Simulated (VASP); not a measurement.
# Os (P6_3/mmc) in VASP: a series of runs

Runs on Os. Level: PBE. Tasks: single point.

All numbers are computed with VASP 6.6.1; they aren't measurements. Logs are shortened: lines on timing, memory, paths and dates and some standing lists are left out, and cuts for length are marked.

**1. The cell of the first run**

Symmetry: P6_3/mmc, No. 194, hexagonal system. The conventional cell has a = 2.751 Å, b = 2.751 Å, c = 4.354 Å, α = 90.00°, β = 90.00°, γ = 120.00°. Os (site symmetry -6m2) has 12 Os at 2.69 to 2.75 Å within 3.6 Å.

**2. Single point, PBE**

The input, INCAR:

```
SYSTEM = Os
ALGO = Normal ; EDIFF = 1E-6
ENCUT = 600 ; GGA = PE
GGA_COMPAT = .False. ; ISIF = 2
ISMEAR = 0 ; LASPH = .True.
LCHARG = .False. ; LREAL = .False.
LWAVE = .False. ; NBANDS = 15
NELM = 120 ; PREC = Accurate
SIGMA = 0.1
```

The input, KPOINTS:

```
k-points
0
Gamma
  9 9 6
  0 0 0
```

The input, POSCAR:

```
Os
1.0
    2.7507148815      0.0000000000      0.0000000000
   -1.3753574408      2.3821889660      0.0000000000
    0.0000000000      0.0000000000      4.3544298552
Os
2
Direct
    0.3333333333      0.6666666667      0.2500000000
    0.6666666667      0.3333333333      0.7500000000
```

Potentials or basis: VASP PAW PBE potentials, release 64 (Os).

The run is started by

```
$ cat potpaw_PBE.64/Os/POTCAR > POTCAR
$ mpirun -np 1 vasp_std > vasp.out
```

OUTCAR:

```text
SYSTEM = Os
   EDIFF = 1E-6
   ENCUT = 600
   GGA = PE
   ISIF = 2
   ISMEAR = 0
   LASPH = .True.
   LREAL = .False.
   NELM = 120
   PREC = Accurate

 ion  position               nearest neighbor table
   1  0.333  0.667  0.250-   2 2.69   2 2.69   2 2.69   2 2.69   2 2.69   2 2.69
   2  0.667  0.333  0.750-   1 2.69   1 2.69   1 2.69   1 2.69   1 2.69   1 2.69

  LATTYP: Found a hexagonal cell.
 ALAT       =     2.7507148815
 C/A-ratio  =     1.5830175219

  Lattice vectors:

 A1 = (   2.7507148815,   0.0000000000,   0.0000000000)
 A2 = (  -1.3753574408,   2.3821889660,   0.0000000000)
 A3 = (   0.0000000000,   0.0000000000,   4.3544298552)

Analysis of symmetry for initial positions (statically):
=====================================================================
 Subroutine PRICEL returns:
 Original cell was already a primitive cell.

 Routine SETGRP: Setting up the symmetry group for a
 hexagonal supercell.

 Subroutine GETGRP returns: Found 24 space group operations
 (whereof 12 operations were pure point group operations)
 out of a pool of 24 trial point group operations.

The static configuration has the point symmetry D_3d.
 The point group associated with its full space group is D_6h.

Analysis of symmetry for dynamics (positions and initial velocities):
=====================================================================
 Subroutine PRICEL returns:
 Original cell was already a primitive cell.

 Routine SETGRP: Setting up the symmetry group for a
 hexagonal supercell.

 Subroutine GETGRP returns: Found 24 space group operations
 (whereof 12 operations were pure point group operations)
 out of a pool of 24 trial point group operations.

The dynamic configuration has the point symmetry D_3d.
 The point group associated with its full space group is D_6h.

 Subroutine INISYM returns: Found 24 space group operations
 (whereof 12 operations are pure point group operations),
 and found     1 'primitive' translations

----------------------------------------------------------------------------------------

                                     Primitive cell

  volume of cell :      28.5334

  direct lattice vectors                    reciprocal lattice vectors
     2.750714881  0.000000000  0.000000000     0.363541858  0.209890990  0.000000000
    -1.375357441  2.382188966  0.000000000     0.000000000  0.419781980  0.000000000
     0.000000000  0.000000000  4.354429855     0.000000000  0.000000000  0.229651190

  length of vectors
     2.750714881  2.750714882  4.354429855     0.419781980  0.419781980  0.229651190

  position of ions in fractional coordinates (direct lattice)
     0.333333333  0.666666667  0.250000000
     0.666666667  0.333333333  0.750000000

  ion indices of the primitive-cell ions
   primitive index   ion index
                 1           1
                 2           2

----------------------------------------------------------------------------------------

 KPOINTS: k-points

Automatic generation of k-mesh.
 Grid dimensions read from file:
 generate k-points for:    9    9    6

 Generating k-lattice:

  Cartesian coordinates                     Fractional coordinates (reciprocal lattice)
     0.040393540  0.023321221  0.000000000     0.111111111  0.000000000  0.000000000
     0.000000000  0.046642442  0.000000000     0.000000000  0.111111111  0.000000000
     0.000000000  0.000000000  0.038275198     0.000000000  0.000000000  0.166666667

  Length of vectors
     0.046642442  0.046642442  0.038275198

  Shift w.r.t. Gamma in fractional coordinates (k-lattice)
     0.000000000  0.000000000  0.000000000

 Subroutine IBZKPT returns following result:
 ===========================================

 Found     48 irreducible k-points:

 Following reciprocal coordinates:
            Coordinates               Weight
  0.000000  0.000000  0.000000      1.000000
  0.111111 -0.000000  0.000000      6.000000
  0.222222  0.000000  0.000000      6.000000
  0.333333  0.000000  0.000000      6.000000
  0.444444  0.000000  0.000000      6.000000
  0.111111  0.111111  0.000000      6.000000
[... 16 lines left out ...]
  0.333333  0.222222  0.166667     24.000000
  0.333333  0.333333  0.166667      4.000000
 [... further k-points ...]
   k-points           NKPTS =     48   k-points in BZ     NKDIM =     48   number of bands    NBANDS=     15
   number of dos      NEDOS =    301   number of ions     NIONS =      2
   total plane-waves  NPLWV =  20736
   dimension x,y,z NGX =    24 NGY =   24 NGZ =   36
   dimension x,y,z NGXF=    48 NGYF=   48 NGZF=   72
   ions per type =               2
   NGX,Y,Z   is equivalent  to a cutoff of  14.50, 14.50, 13.74 a.u.
   NGXF,Y,Z  is equivalent  to a cutoff of  29.01, 29.01, 27.49 a.u.
 SYSTEM =  Os
   PREC   = accura    normal or accurate (medium, high low for compatibility)
   ISTART =      0    job   : 0-new  1-cont  2-samecut
   ICHARG =      2    charge: 1-file 2-atom 10-const
   ISPIN  =      1    spin polarized calculation?
   LNONCOLLINEAR =      F non collinear calculations
   LSORBIT =      F    spin-orbit coupling
   LASPH  =      T    aspherical Exc in radial PAW
   ENCUT  =  600.0 eV  44.10 Ry    6.64 a.u.   5.49  5.49  8.70*2*pi/ulx,y,z
   NELM   =    120;   NELMIN=  2; NELMDL= -5     # of ELM steps
   EDIFF  = 0.1E-05   stopping-criterion for ELM
   LREAL  =      F    real-space projection
   EDIFFG = 0.1E-04   stopping-criterion for IOM
   NSW    =      0    number of steps for IOM
   IBRION =     -1    ionic relax: 0-MD 1-quasi-New 2-CG
   NFREE  =      0    steps in history (QN), initial steepest desc. (CG)
   ISIF   =      2    stress and relaxation
   ISYM   =      2    0-nonsym 1-usesym 2-fastsym
   POTIM  = 0.5000    time-step for ionic-motion
   TEBEG  =    0.0;   TEEND  =   0.0 temperature during run
   PSTRESS=    0.0 pullay stress
   NELECT =      16.0000    total number of electrons
   NUPDOWN=      -1.0000    fix difference up-down
   EMIN   =  10.00;   EMAX   =-10.00  energy-range for DOS
   EFERMI =   0.00;   METHOD = LEGACY
   ISMEAR =     0;   SIGMA  =   0.10  broadening in eV -4-tet -1-fermi 0-gaus
   EFERMI_NEDOS =   21; number of points for ismear=-14 and -15
   IALGO  =     38    algorithm
   IMIX   =      4    mixing-type and parameters
     AMIX     =   0.40;   BMIX     =  1.00
     AMIX_MAG =   1.60;   BMIX_MAG =  1.00
  volume/ion in A,a.u.               =      14.27        96.28
  Fermi-wavevector in a.u.,A,eV,Ry     =   1.349990  2.551111 24.796240  1.822472
  Thomas-Fermi vector in A             =   2.477531
   LORBIT       =      0    0 simple, 1 ext, 2 COOP (PROOUT), +10 PAW based schemes
   GGA     = PE    functional components
   LHFCALC =     F    Hartree Fock is set to
   AEXX    =    0.0000 exact exchange contribution
   IVDW    =     0    specifies the selected vdW correction
   LEPSILON=     F    determine dielectric tensor
   LRPA    =     F    only Hartree local field effects (RPA)
 non-spin polarized calculation
 Gauss-broadening in eV      SIGMA  =   0.10
  energy-cutoff  :      600.00
  volume of cell :       28.53
 maximum number of plane-waves:       984
 NGX is ok and might be reduce to    24
   NGX = 11   NGY = 11   NGZ = 17

 number of electron      16.0000001 magnetization

 Free energy of the ion-electron system (eV)
  ---------------------------------------------------
  ext. energy  EPLUGINS =         0.00000000
  ---------------------------------------------------
  free energy    TOTEN  =       -22.50891416 eV

  energy without entropy =      -22.50517552  energy(sigma->0) =      -22.50704484

 E-fermi :   9.1763     XC(G=0): -13.9425

 val. band max:        9.1523364954   @ k =   0.2222   0.1111   0.0000
 cond. band min:       9.1807234529   @ k =   0.0000   0.0000   0.0000
 fundamental gap:      0.0283869575
 Fermi energy:         9.1763098634

 k-point     1 :       0.0000    0.0000    0.0000
  band No.  band energies     occupation
      1      -1.5945      2.00000
      2       1.5600      2.00000
      3       6.2051      2.00000
      4       6.2051      2.00000
      5       6.4392      2.00000
      6       7.0142      2.00000
      7       7.0142      2.00000
      8       7.6835      2.00000
      9       7.6835      2.00000
     10       9.1807      0.95023
     11      10.8237      0.00000
     12      10.8237      0.00000
     13      17.9956      0.00000
     14      23.2118      0.00000
     15      25.8737      0.00000

 k-point     2 :       0.1111   -0.0000    0.0000
  band No.  band energies     occupation
      1      -1.1124      2.00000
      2       1.9786      2.00000
      3       5.5157      2.00000
      4       6.6316      2.00000
      5       6.7104      2.00000
      6       6.9338      2.00000
      7       7.0696      2.00000
      8       7.3635      2.00000
      9       7.4114      2.00000
     10       7.9826      2.00000
     11      11.0367      0.00000
     12      12.9093      0.00000
     13      17.9362      0.00000
     14      24.1485      0.00000
     15      26.4604      0.00000

 k-point     3 :       0.2222    0.0000    0.0000
  band No.  band energies     occupation
      1       0.1583      2.00000
      2       2.7634      2.00000
      3       4.9109      2.00000
      4       5.1265      2.00000
      5       6.2399      2.00000
      6       6.7131      2.00000
      7       7.3949      2.00000
      8       7.8392      2.00000
      9       8.0912      2.00000
     10       8.5215      2.00000
     11      11.4090      0.00000
     12      15.8043      0.00000
     13      17.6478      0.00000
     14      23.9543      0.00000
     15      25.8149      0.00000
[... 343 lines left out ...]
 k-point    23 :       0.3333    0.2222    0.1667
  band No.  band energies     occupation
      1       2.7504      2.00000
      2       3.5425      2.00000
      3       3.7653      2.00000
      4       4.5055      2.00000
      5       5.6875      2.00000
      6       6.4031      2.00000
      7       7.4947      2.00000
      8      10.0423      0.00000
      9      10.5145      0.00000
     10      11.4518      0.00000
     11      13.9431      0.00000
     12      15.6042      0.00000
     13      18.1122      0.00000
     14      19.2287      0.00000
     15      22.1937      0.00000

 k-point    24 :       0.3333    0.3333    0.1667
  band No.  band energies     occupation
      1       3.0719      2.00000
      2       3.7993      2.00000
      3       3.7993      2.00000
      4       4.6881      2.00000
      5       5.8097      2.00000
      6       5.8097      2.00000
      7       7.7761      2.00000
      8      10.2869      0.00000
      9      10.6984      0.00000
     10      10.6984      0.00000
     11      14.8316      0.00000
     12      14.8316      0.00000
     13      17.0628      0.00000
     14      22.1596      0.00000
     15      22.1596      0.00000

 [... further k-points ...]

------------------------ aborting loop because EDIFF is reached ----------------------------------------

  FORCE on cell =-STRESS in cart. coord.  units (eV):
  Direction    XX          YY          ZZ          XY          YZ          ZX
  --------------------------------------------------------------------------------------
  -------------------------------------------------------------------------------------
  Total        0.0164418      0.0164418     -0.0027026     -0.0000000      0.0000000      0.0000000
  in kB        0.9232210      0.9232210     -0.1517547     -0.0000000      0.0000000      0.0000000
  external PRESSURE =       0.5648958 kB  Pullay stress =       0.0000000 kB

 VOLUME and BASIS-vectors are now :
 -----------------------------------------------------------------------------
  energy-cutoff  :      600.00
  volume of cell :       28.53
      direct lattice vectors                 reciprocal lattice vectors
     2.750714881  0.000000000  0.000000000     0.363541858  0.209890990  0.000000000
    -1.375357441  2.382188966  0.000000000     0.000000000  0.419781980  0.000000000
     0.000000000  0.000000000  4.354429855     0.000000000  0.000000000  0.229651190

 POSITION                                       TOTAL-FORCE (eV/Angst)
 -----------------------------------------------------------------------------------
     -0.00000      1.58813      1.08861        -0.000000     -0.000000      0.000000
      1.37536      0.79406      3.26582         0.000000      0.000000      0.000000
 -----------------------------------------------------------------------------------
    total drift:                               -0.000000      0.000000     -0.000000

  FREE ENERGIE OF THE ION-ELECTRON SYSTEM (eV)
  ---------------------------------------------------
  free  energy   TOTEN  =       -22.5089141569 eV

  energy  without entropy=      -22.5051755191  energy(sigma->0) =      -22.50704484
```

It took 40 s on 1 thread of Intel Xeon 8259CL, shared host; peak memory 0.16 GiB.

What came out:

```yaml
Free_energy: -22.5089 eV
Pressure: 0.1 GPa
Band_gap_on_the_k_mesh: zero (bands 8 and 9 overlap by 3.73 eV)
```

Levels at points of the mesh, in eV from the Fermi level:
| k point | band 4 | band 5 | band 6 | band 7 | band 8 | band 9 | band 10 | band 11 | band 12 | band 13 |
| --- | --- | --- | --- | --- | --- | --- | --- | --- | --- | --- |
| (0.00, 0.00, 0.00) | -2.97 | -2.74 | -2.16 | -2.16 | -1.49 | -1.49 | 0.00 | 1.65 | 1.65 | 8.82 |
| (0.00, 0.00, 0.50) | -3.49 | -3.15 | -3.15 | -3.15 | -3.15 | 0.87 | 0.87 | 0.87 | 0.87 | 13.73 |

Caveat: spin-orbit coupling is left out, which moves the levels of the heavy elements.

**3. Single point, PBE (14.00 Å³/atom)**

This run uses another cell than the first one, of 14.00 Å³/atom.

The input, INCAR:

```
SYSTEM = Os
PREC     = Accurate       ! precision mode
ENCUT    = 600            ! plane-wave cutoff, eV
EDIFF    = 1E-6           ! SCF threshold, eV
ISMEAR   = -1             ! smearing method
SIGMA    = 0.15           ! smearing width, eV
LREAL    = .False.        ! projectors in reciprocal space
LASPH    = .True.         ! aspherical terms in the spheres
NELM     = 120            ! most SCF steps
ALGO     = Normal         ! electronic algorithm
ISIF     = 2              ! what is computed and relaxed
LWAVE    = .False.        ! write WAVECAR
LCHARG   = .False.        ! write CHGCAR
GGA      = PE             ! functional
NBANDS   = 15             ! bands
GGA_COMPAT= .False.
```

The input, KPOINTS:

```
Automatic mesh
0
Gamma
  18 18 10
  0 0 0
```

The input, POSCAR:

```
Os
1.0
    2.7350451960      0.0000000000      0.0000000000
   -1.3675225980      2.3686186202      0.0000000000
    0.0000000000      0.0000000000      4.3227725702
Os
2
Direct
    0.3333333333      0.6666666667      0.2500000000
    0.6666666667      0.3333333333      0.7500000000
```

Potentials or basis: VASP PAW PBE potentials, release 64 (Os).

The run is started by

```
$ cat potpaw_PBE.64/Os/POTCAR > POTCAR
$ mpirun -np 1 vasp_std > vasp.out
```

Run time: 2.6 min. Hardware: 1 thread of Intel Xeon 8259CL, shared host; peak memory 0.24 GiB.

Results (log left out):

```yaml
Free_energy: -22.5316 eV
Pressure: 8.6 GPa
Band_gap_on_the_k_mesh: zero (bands 8 and 9 overlap by 3.93 eV)
```

Stress tensor (GPa, compression positive):
```
8.62 0.00 0.00
0.00 8.62 0.00
0.00 0.00 8.52
```

Levels at points of the mesh, in eV from the Fermi level:
| k point | band 6 | band 7 | band 8 | band 9 | band 10 | band 11 |
| --- | --- | --- | --- | --- | --- | --- |
| (0.00, 0.00, 0.00) | -2.23 | -2.23 | -1.58 | -1.58 | 0.00 | 1.67 |
| (0.50, 0.00, 0.00) | -2.60 | -1.90 | 2.02 | 2.58 | 2.69 | 4.39 |
| (0.00, 0.00, 0.50) | -3.27 | -3.27 | -3.27 | 0.87 | 0.87 | 0.87 |
| (0.50, 0.00, 0.50) | -1.23 | -0.18 | -0.18 | 2.35 | 2.35 | 3.28 |

Caveat: the cell stands under pressure; spin-orbit coupling is left out, which moves the levels of the heavy elements.
